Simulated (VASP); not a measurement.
# TaN (Fm-3m) in VASP: further runs

Aim: see how the results for TaN move with the level of theory and the settings. Levels: LDA, PBEsol+U. Tasks: vibrations by perturbation theory, elastic constants, single point.

Program: VASP 6.6.1. These are calculated values, not measurements. Logs are shortened: lines on timing, memory, paths and dates and some standing lists are left out, and cuts for length are marked.

### 1 The cell of the first run

Symmetry: Fm-3m, No. 225, cubic system. The conventional cell has a = 4.423 Å, b = 4.423 Å, c = 4.423 Å, α = 90.00°, β = 90.00°, γ = 90.00°. Ta (site symmetry m-3m) has 6 N at 2.21 Å within 2.9 Å. Within 2.9 Å of N (site symmetry m-3m) lie 6 Ta at 2.21 Å.

### 2 Vibrations by perturbation theory, LDA

Contents of INCAR:

```
SYSTEM = TaN
PREC = Accurate
ENCUT = 520
EDIFF = 1E-8
ISMEAR = -1
SIGMA = 0.05
LREAL = .False.
LASPH = .True.
NELM = 80
ALGO = Normal
ISIF = 2
LWAVE = .False.
LCHARG = .False.
GGA = CA
IBRION = 8
NSW = 1
```

Contents of KPOINTS:

```
regular mesh
0
Gamma
  7 7 7
  0 0 0
```

Contents of POSCAR:

```
TaN
1.0
    0.0000000000      2.2113230000      2.2113230000
    2.2113230000      0.0000000000      2.2113230000
    2.2113230000      2.2113230000      0.0000000000
Ta N
1 1
Direct
    0.5000000000      0.5000000000      0.5000000000
    0.0000000000      0.0000000000      0.0000000000
```

Potentials or basis: VASP PAW LDA potentials, release 64 (Ta_pv, N).

Run with:

```
> cat potpaw_LDA.64/Ta_pv/POTCAR potpaw_LDA.64/N/POTCAR > POTCAR
> mpirun -np 1 vasp_std > vasp.out
```

OUTCAR:

```text
SYSTEM = TaN
   PREC = Accurate
   ENCUT = 520
   EDIFF = 1E-8
   ISMEAR = -1
   LREAL = .False.
   LASPH = .True.
   NELM = 80
   ISIF = 2
   GGA = CA
   IBRION = 8
   NSW = 1

 ion  position               nearest neighbor table
   1  0.500  0.500  0.500-   2 2.21   2 2.21   2 2.21   2 2.21   2 2.21   2 2.21
   2  0.000  0.000  0.000-   1 2.21   1 2.21   1 2.21   1 2.21   1 2.21   1 2.21

  LATTYP: Found a face centered cubic cell.
 ALAT       =     4.4226460000

  Lattice vectors:

 A1 = (   0.0000000000,   2.2113230000,   2.2113230000)
 A2 = (   2.2113230000,   0.0000000000,   2.2113230000)
 A3 = (   2.2113230000,   2.2113230000,   0.0000000000)

Analysis of symmetry for initial positions (statically):
=====================================================================
 Subroutine PRICEL returns:
 Original cell was already a primitive cell.

 Routine SETGRP: Setting up the symmetry group for a
 face centered cubic supercell.

 Subroutine GETGRP returns: Found 48 space group operations
 (whereof 48 operations were pure point group operations)
 out of a pool of 48 trial point group operations.

The static configuration has the point symmetry O_h .

Analysis of symmetry for dynamics (positions and initial velocities):
=====================================================================
 Subroutine PRICEL returns:
 Original cell was already a primitive cell.

 Routine SETGRP: Setting up the symmetry group for a
 face centered cubic supercell.

 Subroutine GETGRP returns: Found 48 space group operations
 (whereof 48 operations were pure point group operations)
 out of a pool of 48 trial point group operations.

The dynamic configuration has the point symmetry O_h .

 Subroutine INISYM returns: Found 48 space group operations
 (whereof 48 operations are pure point group operations),
 and found     1 'primitive' translations

----------------------------------------------------------------------------------------

[... 452 lines left out ...]

 VOLUME and BASIS-vectors are now :
 -----------------------------------------------------------------------------
  energy-cutoff  :      520.00
  volume of cell :       21.63
      direct lattice vectors                 reciprocal lattice vectors
     0.000000000  2.211323000  2.211323000    -0.226108985  0.226108985  0.226108985
     2.211323000  0.000000000  2.211323000     0.226108985 -0.226108985  0.226108985
     2.211323000  2.211323000  0.000000000     0.226108985  0.226108985 -0.226108985

 POSITION                                       TOTAL-FORCE (eV/Angst)
 -----------------------------------------------------------------------------------
      2.21132      2.21132      2.21132         0.000000      0.000000      0.000000
      0.00000      0.00000      0.00000        -0.000000     -0.000000     -0.000000
 -----------------------------------------------------------------------------------
    total drift:                                0.000000     -0.000000     -0.000000

  FREE ENERGIE OF THE ION-ELECTRON SYSTEM (eV)
  ---------------------------------------------------
  free  energy   TOTEN  =       -24.1254477822 eV

  energy  without entropy=      -24.1138310916  energy(sigma->0) =      -24.11963944

[... ionic steps 2 to 3 ...]

--------------------------------------- Ionic step        4  -------------------------------------------

------------------------ aborting loop because EDIFF is reached ----------------------------------------

[... ionic steps 5 to 6 ...]

--------------------------------------- Ionic step        7  -------------------------------------------

 Free energy of the ion-electron system (eV)
  ---------------------------------------------------
  ---------------------------------------------------
  free energy    TOTEN  =        -0.23133625 eV

  energy without entropy =       -0.23133625

------------------------ aborting loop because EDIFF is reached ----------------------------------------

 INTERNAL STRAIN TENSOR  FOR ION    2  DIRECTION 1   (eV/Angst):
 -----------------------------------------------------------------------------
     1.41295  0.00000  0.00000
     0.00000 -0.70594 -0.00000
     0.00000 -0.00000 -0.70594

 INTERNAL STRAIN TENSOR FOR ION    2 for displacements in x,y,z  (eV/Angst):
          X           Y           Z          XY          YZ          ZX
  --------------------------------------------------------------------------------
  x     0.00000     0.00000     0.00000     0.00000     0.00000     0.00000
  y     0.00000     0.00000     0.00000     0.00000     0.00000     0.00000
  z     0.00000     0.00000     0.00000     0.00000     0.00000     0.00000

 SECOND DERIVATIVES (NOT SYMMETRIZED)
 ------------------------------------
               1X          1Y          1Z          2X          2Y          2Z
  1X    -2.530164    0.000000    0.000000    2.530164    0.000000    0.000000
  1Y     0.000000   -2.530164    0.000000    0.000000    2.530164    0.000000
  1Z     0.000000    0.000000   -2.530164    0.000000    0.000000    2.530164
  2X     2.533209    0.000000    0.000000   -2.533209    0.000000    0.000000
  2Y     0.000000    2.533209    0.000000    0.000000   -2.533209    0.000000
  2Z     0.000000    0.000000    2.533209    0.000000    0.000000   -2.533209

 Eigenvectors and eigenvalues of the dynamical matrix
 ----------------------------------------------------

   1 f  =    6.901946 THz    43.366207 2PiTHz  230.224145 cm-1    28.544143 meV
             X         Y         Z           dx          dy          dz
      2.211323  2.211323  2.211323     0.000000    0.267841    0.000000
      0.000000  0.000000  0.000000     0.000000   -0.963463    0.000000
[... 21 lines left out ...]
   6 f/i=    0.001071 THz     0.006730 2PiTHz    0.035728 cm-1     0.004430 meV
             X         Y         Z           dx          dy          dz
      2.211323  2.211323  2.211323     0.000000    0.000000    0.963463
      0.000000  0.000000  0.000000     0.000000    0.000000    0.267841

--------------------------------------------------------------------------------------------------------

 ELASTIC MODULI CONTR FROM IONIC RELAXATION (kBar)
 Direction    XX          YY          ZZ          XY          YZ          ZX
 --------------------------------------------------------------------------------
 XX           0.0000      0.0000      0.0000      0.0000      0.0000      0.0000
 YY           0.0000      0.0000      0.0000      0.0000      0.0000      0.0000
 ZZ           0.0000      0.0000      0.0000      0.0000      0.0000      0.0000
 XY           0.0000      0.0000      0.0000      0.0000      0.0000      0.0000
 YZ           0.0000      0.0000      0.0000      0.0000      0.0000      0.0000
 ZX           0.0000      0.0000      0.0000      0.0000      0.0000      0.0000
 --------------------------------------------------------------------------------
```

Run time: 36 s. Hardware: 1 thread of AMD EPYC 7R13 (Zen 3), shared host; peak memory 0.13 GiB.

What came out:

- Highest phonon frequency at Γ, LO-TO splitting left out: 230 cm⁻¹

Phonon frequencies in cm⁻¹ (negative: imaginary):
```
              q point        frequencies
(0.000, 0.000, 0.000)  0 0 0 230 230 230
```

Caveat: the cell wasn't relaxed at this level first, which shifts response properties; spin-orbit coupling is left out, which moves the levels of the heavy elements.

### 3 Elastic constants, LDA

Contents of INCAR:

```
SYSTEM = TaN
  ALGO = Normal
  EDIFF = 1E-8
  ENCUT = 600
  IBRION = 6
  ISIF = 3
  ISMEAR = -1
  LASPH = .True.
  LCHARG = .False.
  LREAL = .False.
  LWAVE = .False.
  NBANDS = 15
  NELM = 100
  NFREE = 2
  NSW = 1
  POTIM = 0.015
  PREC = Accurate
  SIGMA = 0.05
```

Contents of KPOINTS:

```
k-points
0
Gamma
  7 7 7
  0 0 0
```

POSCAR is that of step 2.

Potentials or basis: VASP PAW LDA potentials, release 64 (Ta_pv, N).

Run with:

```
> cat potpaw_LDA.64/Ta_pv/POTCAR potpaw_LDA.64/N/POTCAR > POTCAR
> mpirun -np 1 vasp_std > vasp.out
```

Run time: 3 min. Hardware: 1 thread of Intel Xeon Platinum 8488C (Sapphire Rapids), shared host; peak memory 0.21 GiB.

The run converged. Its results:

```
Elastic constants C11, C12, C44                         : 669, 147, -7 GPa
Voigt bulk modulus                                      : 321 GPa
Highest phonon frequency at Γ, LO-TO splitting left out : 232 cm⁻¹
```

Phonon frequencies in cm⁻¹ (negative: imaginary):
```csv
q point,frequencies
"(0.000, 0.000, 0.000)",0 0 0 232 232 232
```

Elastic tensor in Voigt notation (GPa, in the Cartesian axes of the cell as first typed):
```
669 147 147   0   0   0
147 669 147   0   0   0
147 147 669   0   0   0
  0   0   0  -7   0   0
  0   0   0   0  -7   0
  0   0   0   0   0  -7
```

Clamped-ion elastic tensor (GPa):
```
669 147 147   0   0   0
147 669 147   0   0   0
147 147 669   0   0   0
  0   0   0  -7   0   0
  0   0   0   0  -7   0
  0   0   0   0   0  -7
```

Caveat: the cell is under stress, which shifts elastic constants; the elastic tensor has a negative eigenvalue, so either the cell is unstable as it stands or the mesh is too thin; spin-orbit coupling is left out, which moves the levels of the heavy elements.

### 4 Single point, PBEsol+U, non-collinear spin, zero start, spin-orbit coupling (volume scaled by 0.8)

Contents of INCAR:

```
PREC = Accurate
ENCUT = 520
EDIFF = 1E-7
ISMEAR = -1
SIGMA = 0.02
LREAL = False
LASPH = True
NELM = 150
ALGO = Normal
ISIF = 2
LWAVE = False
LCHARG = False
LNONCOLLINEAR = True
MAGMOM = 0 0 0 0 0 0
LORBIT = 11
LSORBIT = True
GGA_COMPAT = False
LORBMOM = True
LMAXMIX = 4
LDAU = True
LDAUTYPE = 2
LDAUL = 2 -1
LDAUU = 4 0
LDAUJ = 0 0
LDAUPRINT = 1
GGA = PS
NBANDS = 28
```

Contents of KPOINTS:

```
Automatic mesh
0
Gamma
  7 7 7
```

Contents of POSCAR:

```
TaN
1.0
    0.0000000000      2.0528104300      2.0528104300
    2.0528104300      0.0000000000      2.0528104300
    2.0528104300      2.0528104300      0.0000000000
Ta N
1 1
Direct
    0.5000000000      0.5000000000      0.5000000000
    0.0000000000      0.0000000000      0.0000000000
```

Potentials or basis: VASP PAW PBE potentials, release 64 (Ta_pv, N).

Run with:

```
> cat potpaw_PBE.64/Ta_pv/POTCAR potpaw_PBE.64/N/POTCAR > POTCAR
> mpirun -np 1 vasp_ncl > vasp.out
```

OUTCAR:

```text
PREC = Accurate
   ENCUT = 520
   EDIFF = 1E-7
   ISMEAR = -1
   LREAL = False
   LASPH = True
   NELM = 150
   ISIF = 2
   LNONCOLLINEAR = True
   LORBIT = 11
   LSORBIT = True
   GGA = PS

 ion  position               nearest neighbor table
   1  0.500  0.500  0.500-   2 2.05   2 2.05   2 2.05   2 2.05   2 2.05   2 2.05
   2  0.000  0.000  0.000-   1 2.05   1 2.05   1 2.05   1 2.05   1 2.05   1 2.05

  LATTYP: Found a face centered cubic cell.
 ALAT       =     4.1056208600

  Lattice vectors:

 A1 = (   0.0000000000,   2.0528104300,   2.0528104300)
 A2 = (   2.0528104300,   0.0000000000,   2.0528104300)
 A3 = (   2.0528104300,   2.0528104300,   0.0000000000)

Analysis of symmetry for initial positions (statically):
=====================================================================
 Subroutine PRICEL returns:
 Original cell was already a primitive cell.

 Routine SETGRP: Setting up the symmetry group for a
 face centered cubic supercell.

 Subroutine GETGRP returns: Found 48 space group operations
 (whereof 48 operations were pure point group operations)
 out of a pool of 48 trial point group operations.

The static configuration has the point symmetry O_h .

Analysis of symmetry for dynamics (positions and initial velocities):
=====================================================================
 Subroutine PRICEL returns:
 Original cell was already a primitive cell.

 Routine SETGRP: Setting up the symmetry group for a
 face centered cubic supercell.

 Subroutine GETGRP returns: Found 48 space group operations
 (whereof 48 operations were pure point group operations)
 out of a pool of 48 trial point group operations.

The dynamic configuration has the point symmetry O_h .

Analysis of structural, dynamic, and magnetic symmetry:
=====================================================================
 Subroutine PRICEL returns:
 Original cell was already a primitive cell.

 Routine SETGRP: Setting up the symmetry group for a
 face centered cubic supercell.

 Subroutine GETGRP returns: Found 48 space group operations
 (whereof 48 operations were pure point group operations)
 out of a pool of 48 trial point group operations.

The overall configuration has the point symmetry O_h .

 Subroutine INISYM returns: Found 48 space group operations
 (whereof 48 operations are pure point group operations),
 and found     1 'primitive' translations

----------------------------------------------------------------------------------------

                                     Primitive cell

  volume of cell :      17.3012

  direct lattice vectors                    reciprocal lattice vectors
     0.000000000  2.052810430  2.052810430    -0.243568521  0.243568521  0.243568521
     2.052810430  0.000000000  2.052810430     0.243568521 -0.243568521  0.243568521
     2.052810430  2.052810430  0.000000000     0.243568521  0.243568521 -0.243568521
[... 811 lines left out ...]

  FORCE on cell =-STRESS in cart. coord.  units (eV):
  Direction    XX          YY          ZZ          XY          YZ          ZX
  --------------------------------------------------------------------------------------
  -------------------------------------------------------------------------------------
  Total       13.5858578     13.5858578     13.5858578      0.0000000      0.0000000     -0.0000000
  in kB     1258.1172408   1258.1172408   1258.1172408      0.0000000      0.0000000     -0.0000000
  external PRESSURE =    1258.1172408 kB  Pullay stress =       0.0000000 kB

 VOLUME and BASIS-vectors are now :
 -----------------------------------------------------------------------------
  energy-cutoff  :      520.00
  volume of cell :       17.30
      direct lattice vectors                 reciprocal lattice vectors
     0.000000000  2.052810430  2.052810430    -0.243568521  0.243568521  0.243568521
     2.052810430  0.000000000  2.052810430     0.243568521 -0.243568521  0.243568521
     2.052810430  2.052810430  0.000000000     0.243568521  0.243568521 -0.243568521

 POSITION                                       TOTAL-FORCE (eV/Angst)
 -----------------------------------------------------------------------------------
      2.05281      2.05281      2.05281         0.000000     -0.000000      0.000000
      0.00000      0.00000      0.00000        -0.000000      0.000000     -0.000000
 -----------------------------------------------------------------------------------
    total drift:                               -0.000000     -0.000000     -0.000000

  FREE ENERGIE OF THE ION-ELECTRON SYSTEM (eV)
  ---------------------------------------------------
  free  energy   TOTEN  =       -18.8320935785 eV

  energy  without entropy=      -18.8315664528  energy(sigma->0) =      -18.83183002

 orbital moment (x)

 # of ion     p       d       tot
 ----------------------------------------
  1         0.000   0.000   0.000
  2         0.000   0.000   0.000
 ----------------------------------------
            0.000   0.000   0.000

 orbital moment (y)

 # of ion     p       d       tot
 ----------------------------------------
  1         0.000   0.000   0.000
  2         0.000   0.000   0.000
 ----------------------------------------
            0.000   0.000   0.000

 orbital moment (z)

 # of ion     p       d       tot
 ----------------------------------------
  1         0.000   0.000   0.000
  2         0.000   0.000   0.000
 ----------------------------------------
            0.000   0.000   0.000

 Spin-Orbit-Coupling matrix elements

 Ion:    1  E_soc:     -1.3158611
 l=   1
     0.0000000    -0.1999581    -0.1999581
    -0.1999581     0.0000000    -0.1999581
    -0.1999581    -0.1999581     0.0000000
 l=   2
     0.0000000    -0.0067422     0.0000000    -0.0067422    -0.0126098
    -0.0067422     0.0000000    -0.0094574    -0.0067422    -0.0031525
     0.0000000    -0.0094574     0.0000000    -0.0094574     0.0000000
    -0.0067422    -0.0067422    -0.0094574     0.0000000    -0.0031525
    -0.0126098    -0.0031525     0.0000000    -0.0031525     0.0000000
 l=   3
     0.0000000     0.0000000     0.0000000     0.0000000     0.0000000     0.0000000     0.0000000
     0.0000000     0.0000000     0.0000000     0.0000000     0.0000000     0.0000000     0.0000000
     0.0000000     0.0000000     0.0000000     0.0000000     0.0000000     0.0000000     0.0000000
     0.0000000     0.0000000     0.0000000     0.0000000     0.0000000     0.0000000     0.0000000
     0.0000000     0.0000000     0.0000000     0.0000000     0.0000000     0.0000000     0.0000000
     0.0000000     0.0000000     0.0000000     0.0000000     0.0000000     0.0000000     0.0000000
     0.0000000     0.0000000     0.0000000     0.0000000     0.0000000     0.0000000     0.0000000

 Ion:    2  E_soc:     -0.0005228
 l=   1
     0.0000000    -0.0000871    -0.0000871
    -0.0000871     0.0000000    -0.0000871
    -0.0000871    -0.0000871     0.0000000
 l=   2
     0.0000000     0.0000000     0.0000000     0.0000000     0.0000000
     0.0000000     0.0000000     0.0000000     0.0000000     0.0000000
     0.0000000     0.0000000     0.0000000     0.0000000     0.0000000
     0.0000000     0.0000000     0.0000000     0.0000000     0.0000000
     0.0000000     0.0000000     0.0000000     0.0000000     0.0000000
 l=   3
     0.0000000     0.0000000     0.0000000     0.0000000     0.0000000     0.0000000     0.0000000
     0.0000000     0.0000000     0.0000000     0.0000000     0.0000000     0.0000000     0.0000000
     0.0000000     0.0000000     0.0000000     0.0000000     0.0000000     0.0000000     0.0000000
     0.0000000     0.0000000     0.0000000     0.0000000     0.0000000     0.0000000     0.0000000
     0.0000000     0.0000000     0.0000000     0.0000000     0.0000000     0.0000000     0.0000000
     0.0000000     0.0000000     0.0000000     0.0000000     0.0000000     0.0000000     0.0000000
     0.0000000     0.0000000     0.0000000     0.0000000     0.0000000     0.0000000     0.0000000

 total charge

# of ion       s       p       d       tot
------------------------------------------
    1        0.351   6.381   2.694   9.426
    2        1.250   2.728   0.000   3.978
--------------------------------------------------
tot          1.601   9.109   2.694  13.405

 magnetization (x)

# of ion       s       p       d       tot
------------------------------------------
    1        0.000  -0.000   0.000   0.000
    2        0.000  -0.000   0.000  -0.000
--------------------------------------------------
tot          0.000  -0.000   0.000  -0.000

 magnetization (y)

# of ion       s       p       d       tot
------------------------------------------
    1        0.000   0.000   0.000   0.000
    2        0.000  -0.000   0.000  -0.000
--------------------------------------------------
tot          0.000  -0.000   0.000  -0.000

 magnetization (z)

# of ion       s       p       d       tot
------------------------------------------
    1        0.000  -0.000   0.000  -0.000
    2        0.000   0.000   0.000   0.000
--------------------------------------------------
tot          0.000   0.000   0.000   0.000
```

Run time: 28 s. Hardware: 1 thread of Intel Xeon Platinum 8259CL at 2.50GHz (Skylake/Cascade Lake), shared host; peak memory 0.2 GiB.

What came out:

```yaml
Free_energy: -18.8321 eV
Pressure: 125.8 GPa
Net_moment: 0.00 μB per cell
Valence_electrons_inside_the_program's_atomic_spheres: Ta 9.43; N 3.98
```

Moments on the atoms (μB; x, y, z):
```
Ta  0.00 0.00 0.00
N   0.00 0.00 0.00
```

Caveat: the k points lie up to 0.38 Å⁻¹ apart; the PAW data sets were made with another functional, which shifts forces and pressure a little. The state reached can hang on the start; a lower one may exist.
